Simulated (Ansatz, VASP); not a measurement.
# One calculation of Ge, two programs

```
Ge
1.0
     4.05040    0.00000    0.00000
    -2.02520    3.50775    0.00000
     0.00000    0.00000   10.99336
Ge
4
Direct
  0.66434 0.33860 0.41211
  0.33390 0.66428 0.91085
  0.00668 0.00658 0.48086
  0.99340 0.98120 0.97955
```

Change from the starting cell: atoms moved at random, drawn with an rms of 0.05 Å.

Alike in both runs: task single point; functional PBE; k mesh 8 × 8 × 3; occupations fermi-dirac, width 0.05 eV; no spin polarisation.

|  | VASP | Ansatz |
| --- | --- | --- |
| version | VASP 6.6.1 | Ansatz 0.2.0 |
| potentials or method | VASP PAW PBE potentials, release 64 (Ge_d) | Ansatz PAW |
| plane-wave cutoff (eV) | 520 | 420 |
| valence electrons in the cell | 56 | 56 |

|  | VASP | Ansatz | Ansatz less VASP |
| --- | --- | --- | --- |
| gap on the k mesh at the Fermi level (eV) | 0.34 | 0.34 | -0.003 |
| least direct gap on the mesh (eV) | 0.58 | 0.58 | 0.000 |
| pressure (GPa) | -0.6 | -0.6 | +0.05 |
| traceless stress, the component that is largest in VASP (GPa) | 0.44 | 0.45 | +0.009 |
| rms of the force components (eV/Å) | 0.310 | 0.312 | +0.0017 |

Atom by atom the forces differ by 0.003 eV/Å (rms over components). The functional is the same, so the differences come from potentials, cutoffs and numerics.

Noted on Ansatz's run: odd divisions of the mesh miss points on the zone boundary, where band edges often lie, so the gap on the mesh can be too wide.
